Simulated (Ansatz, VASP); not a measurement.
**Two plane-wave programs on SnO2**

Contents of INCAR:

```
  ALGO = Normal
  EDIFF = 1E-6
  ENCUT = 520
  ISIF = 2
  ISMEAR = 0
  LASPH = True
  LCHARG = False
  LREAL = False
  LWAVE = False
  NBANDS = 35
  NELM = 100
  PREC = Accurate
  SIGMA = 0.05
```

File KPOINTS:

```
k-points
0
Gamma
  6 6 8
```

File POSCAR:

```
SnO2
1.0
    4.4886508630      0.0000000000      0.0000000000
    0.0000000000      4.4891270938      0.0000000000
    0.0000000000      0.0000000000      3.0324378838
Sn O
2 4
Direct
    0.5000000000      0.5000000000      0.5000000000
    0.0000000000      0.0000000000      0.0000000000
    0.3059920358      0.3234744991      0.0000000000
    0.8059920358      0.1765255009      0.5000000000
    0.1940079642      0.8234744991      0.5000000000
    0.6940079642      0.6765255009      0.0000000000
```

Input for Ansatz:

```yaml
crystal:
  lattice:
    - [4.488650863, 0.0, 0.0]
    - [0.0, 4.4891270938, 0.0]
    - [0.0, 0.0, 3.0324378838]
  atoms:
    - { symbol: Sn, position: [0.5, 0.5, 0.5] }
    - { symbol: Sn, position: [0.0, 0.0, 0.0] }
    - { symbol: O, position: [0.3059920358, 0.3234744991, 0.0] }
    - { symbol: O, position: [0.8059920358, 0.1765255009, 0.5] }
    - { symbol: O, position: [0.1940079642, 0.8234744991, 0.5] }
    - { symbol: O, position: [0.6940079642, 0.6765255009, 0.0] }
basis:
  ecutwfc: 520.0
kpoints:
  mp_grid: { grid: [6, 6, 8] }
hamiltonian:
  xc: lda
  pseudopotentials: { kind: paw, azcp: { folder: soft_1 } }
scf:
  occupations: { method: gaussian, width: 0.05 }
output:
  forces: true
  stress: true
  eigenvalues: true
```

Alike in both runs: task single point; functional LDA; k mesh 6 × 6 × 8; occupations gaussian, width 0.05 eV; no spin polarisation.

|  | VASP | Ansatz |
| --- | --- | --- |
| version | VASP 6.6.1 | Ansatz 0.2.0 |
| potentials or method | VASP PAW LDA potentials, release 64 (Sn_d, O), cutoff 520 eV | scalar-relativistic, plane waves, PAW |
| valence electrons in the cell | 52 | 52 |

Ansatz gave:

* gap on the k mesh at the Fermi level (eV): 3.27
* least direct gap on the mesh (eV): 3.27
* rms of the force components (eV/Å): 1.299

Task: Which values does VASP return?

Result: gap on the k mesh at the Fermi level (eV): 3.30; least direct gap on the mesh (eV): 3.30; rms of the force components (eV/Å): 1.342.

Ansatz warns that its potentials were made for another functional, while VASP's fit it. LDA's correlation is that of Perdew and Zunger in VASP and of Perdew and Wang (1992) in Ansatz. Atom by atom the forces differ by 0.043 eV/Å (rms over components).
